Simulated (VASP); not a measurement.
CdSe: single point with PBE

The system is CdSe.

```
Cd Se
1.0
     0.00000    3.15939    3.15939
     3.15939    0.00000    3.15939
     3.15939    3.15939    0.00000
Cd Se
1 1
Direct
  0.00000 0.00000 0.00000
  0.75000 0.75000 0.75000
```

- Program: VASP 6.6.1
- Task: single point
- Functional: PBE
- Potentials or basis: VASP PAW PBE potentials, release 64 (Cd, Se)
- Cutoff: 500 eV
- k mesh: 6 × 6 × 6
- Occupations: gaussian, width 0.01 eV
- Spin: no spin polarisation

| Item | Value |
| --- | --- |
| Pressure | -2.1 GPa |
| Band gap on the k mesh | 0.37 eV |

Levels at points of the mesh, in eV from the valence-band top:
| k point | band 7 | band 8 | band 9 | band 10 | band 11 | band 12 |
| --- | --- | --- | --- | --- | --- | --- |
| (0.00, 0.00, 0.00) | 0.00 | 0.00 | 0.00 | 0.37 | 5.91 | 5.91 |
| (0.50, 0.00, 0.00) | -3.77 | -0.60 | -0.60 | 2.23 | 6.39 | 6.39 |
| (0.50, 0.50, 0.00) | -3.59 | -1.50 | -1.50 | 3.33 | 3.60 | 8.61 |

Wall time 7.8 s on 1 thread of Intel(R) Xeon(R) 6975P-C (Granite Rapids) (shared host), peak memory 0.2 GiB.
